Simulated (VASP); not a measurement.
The system is Pd3PbC.

```
Pd Pb C
1.0
     4.29894    0.00000    0.00000
     0.00000    4.29894    0.00000
     0.00000    0.00000    4.29894
Pd Pb C
3 1 1
Direct
  0.00000 0.50000 0.50000
  0.50000 0.50000 0.00000
  0.50000 0.00000 0.50000
  0.00000 0.00000 0.00000
  0.50000 0.50000 0.50000
```

- Program: VASP 6.6.1
- Task: relaxation of cell and atoms
- Functional: PBE
- Dispersion: D4
- Potentials or basis: VASP PAW PBE potentials, release 64 (Pd, Pb_d, C)
- Cutoff: 600 eV
- k mesh: 6 × 6 × 6
- Occupations: fermi-dirac, width 0.1 eV
- Spin: no spin polarisation

At the start: pressure -5.4 GPa; volume 15.89 Å³/atom.

Problem. Where does the relaxation end?

Solution. Over 3 steps the energy falls by 10.5 meV/atom and the volume is 15.30 Å³/atom (-3.7 %); space group Pm-3m (No. 221, to 0.05 Å).

The path:
| step | energy change (eV) | largest force (eV/Å) | pressure (GPa) | volume (Å³) |
| --- | --- | --- | --- | --- |
| 1 | 0.0000 | 0.0000 | -5.39 | 79.45 |
| 2 | 0.0102 | 0.0000 | 6.96 | 73.46 |
| 3 | -0.0523 | 0.0000 | -0.01 | 76.48 |

Final structure:
```xyz
5
Lattice="4.2448 0.0000 0.0000 0.0000 4.2448 0.0000 0.0000 0.0000 4.2448" Properties=species:S:1:pos:R:3 pbc="T T T"
Pd    0.0000    2.1224    2.1224
Pd    2.1224    2.1224    0.0000
Pd    2.1224    0.0000    2.1224
Pb    0.0000    0.0000    0.0000
C     2.1224    2.1224    2.1224
```

Caveat: pairwise dispersion overbinds metals, which lowers pressure and volume.
